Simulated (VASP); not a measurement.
The system is Si3B2.

```xyz
10
Lattice="4.9176 0.0000 0.0000 -2.4588 4.2588 0.0000 0.0000 0.0000 4.8506" Properties=species:S:1:pos:R:3 pbc="T T T"
Si    3.6022    0.7595    2.4253
Si    2.4588    2.7398    2.4253
Si    1.3154    0.7595    2.4253
Si   -1.1434    3.4993    2.4253
Si    0.0000    1.5189    2.4253
Si    1.1434    3.4993    2.4253
B     2.4588    0.0000    2.4253
B    -1.2294    2.1294    2.4253
B     1.2294    2.1294    2.4253
B     0.0000    0.0000    2.4253
```

* Program: VASP 6.6.1
* Task: relaxation of cell and atoms
* Functional: PBE
* Potentials or basis: VASP PAW PBE potentials, release 64 (Si, B)
* Cutoff: 600 eV
* k mesh: 6 × 6 × 4
* Occupations: gaussian, width 0.1 eV
* Spin: no spin polarisation

At the start: pressure 460.2 GPa; volume 10.16 Å³/atom.

How do energy, volume and symmetry change on relaxing?

Over 74 steps the energy falls by 13026.8 meV/atom and the volume is 12.51 Å³/atom (+23.2 %); space group P6/mmm (No. 191, to 0.05 Å).

The path:
| step | energy change (eV) | largest force (eV/Å) | pressure (GPa) | volume (Å³) |
| --- | --- | --- | --- | --- |
| 1 | 0.0000 | 25.1607 | 460.21 | 101.59 |
| 3 | 164.0767 | 236.5493 | 159.58 | 267.81 |
| 5 | -95.2100 | 10.0735 | 2.23 | 831.37 |
| 7 | -96.5768 | 4.3731 | -0.17 | 943.50 |
| 9 | -96.6612 | 3.9062 | -0.36 | 951.54 |
| 11 | -97.2526 | 5.7337 | 0.37 | 866.92 |
| 13 | -97.6536 | 8.9430 | 1.91 | 751.07 |
| 15 | -98.9946 | 9.8422 | 2.64 | 668.69 |
| 17 | -100.5204 | 19.5036 | 9.88 | 389.52 |
| 19 | -66.0312 | 61.7838 | 43.05 | 327.64 |
| 21 | -27.1782 | 100.0815 | 175.69 | 177.23 |
| 23 | -15.2083 | 106.8052 | 212.31 | 164.25 |
| 25 | -97.6271 | 24.4907 | 75.23 | 182.26 |
| 27 | -122.1015 | 2.7241 | 12.18 | 210.28 |
| 29 | -124.9424 | 0.5214 | -8.70 | 247.54 |
| 31 | -125.1964 | 1.1329 | -5.05 | 235.87 |
| 33 | -125.3887 | 1.2022 | -4.22 | 232.14 |
| 35 | -125.9413 | 1.5396 | -0.15 | 215.78 |
| 37 | -126.0019 | 1.7099 | 2.14 | 208.89 |
| 39 | -126.7304 | 1.2147 | 2.13 | 203.66 |
| 41 | -127.0940 | 0.2752 | 2.60 | 197.98 |
| 43 | -127.1737 | 0.0769 | 0.05 | 202.28 |
| 45 | -127.1746 | 0.0669 | -0.21 | 202.79 |
| 47 | -127.1824 | 0.0048 | -0.21 | 201.08 |
| 49 | -127.1917 | 0.1186 | -0.19 | 197.96 |
| 51 | -127.2152 | 0.0896 | -0.36 | 192.98 |
| 53 | -127.3412 | 0.1571 | -0.07 | 172.90 |
| 55 | -118.7600 | 0.1124 | 102.40 | 90.09 |
| 57 | -129.9086 | 0.4021 | 11.80 | 115.82 |
| 59 | -130.0731 | 0.4069 | 6.72 | 120.81 |
| 61 | -130.0754 | 0.4004 | 7.13 | 120.32 |
| 63 | -130.0817 | 0.3975 | 6.98 | 120.41 |
| 65 | -130.1086 | 0.3841 | 6.31 | 120.85 |
| 67 | -130.1924 | 0.3362 | 3.76 | 122.59 |
| 69 | -130.2519 | 0.2416 | -0.52 | 125.81 |
| 71 | -130.2603 | 0.1711 | -0.35 | 125.61 |
| 73 | -130.2620 | 0.1393 | 0.45 | 124.71 |
| 74 | -130.2685 | 0.0054 | 0.06 | 125.14 |

Final structure:
```cif
data_structure
_symmetry_space_group_name_H-M 'P 1'
_symmetry_Int_Tables_number 1
_cell_length_a 7.4737
_cell_length_b 7.4737
_cell_length_c 2.5869
_cell_angle_alpha 90.000
_cell_angle_beta 90.000
_cell_angle_gamma 120.000
_cell_volume 125.14
loop_
_atom_site_label
_atom_site_type_symbol
_atom_site_fract_x
_atom_site_fract_y
_atom_site_fract_z
_atom_site_occupancy
Si1 Si 0.80788 0.19212 0.50000 1
Si2 Si 0.80788 0.61576 0.50000 1
Si3 Si 0.38424 0.19212 0.50000 1
Si4 Si 0.19212 0.80788 0.50000 1
Si5 Si 0.19212 0.38424 0.50000 1
Si6 Si 0.61576 0.80788 0.50000 1
B1 B 0.50000 0.00000 0.50000 1
B2 B 0.00000 0.50000 0.50000 1
B3 B 0.50000 0.50000 0.50000 1
B4 B 0.00000 0.00000 0.50000 1
```

Caveat: the volume moved by over 15 % at a fixed basis, so the end points are rough.
